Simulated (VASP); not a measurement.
A run of VASP 6.6.1:

INCAR

```
  PREC = Accurate
  ENCUT = 520
  EDIFF = 1E-8
  ISMEAR = -1
  SIGMA = 0.05
  LREAL = False
  LASPH = True
  NELM = 100
  ALGO = Normal
  ISIF = 2
  LWAVE = False
  LCHARG = False
  GGA = PS
  LEFG = True
  NBANDS = 16
```

File KPOINTS:

```
regular mesh
0
Gamma
  10 10 10
```

The input POSCAR:

```
TiRe
1.0
    3.1180000000      0.0000000000      0.0000000000
    0.0000000000      3.1180000000      0.0000000000
    0.0000000000      0.0000000000      3.1180000000
Ti Re
1 1
Direct
    0.4700000000      0.4700000000      0.4700000000
    0.0300000000      0.0300000000      0.0300000000
```

Potentials or basis: VASP PAW PBE potentials, release 64 (Ti_sv, Re).

Command:

```bash
$ cat potpaw_PBE.64/Ti_sv/POTCAR potpaw_PBE.64/Re/POTCAR > POTCAR
$ mpirun -np 1 vasp_std > vasp.out
```

Hardware: 1 thread of Intel(R) Xeon(R) Platinum 8488C (Sapphire Rapids), on a shared host.

**Question.** Estimate the wall time of this run.

**Answer.** It took 27 s on 1 thread of Intel(R) Xeon(R) Platinum 8488C (Sapphire Rapids), with other jobs on the host, peak memory 0.19 GiB. Counts: scf iterations 18, k points 116.
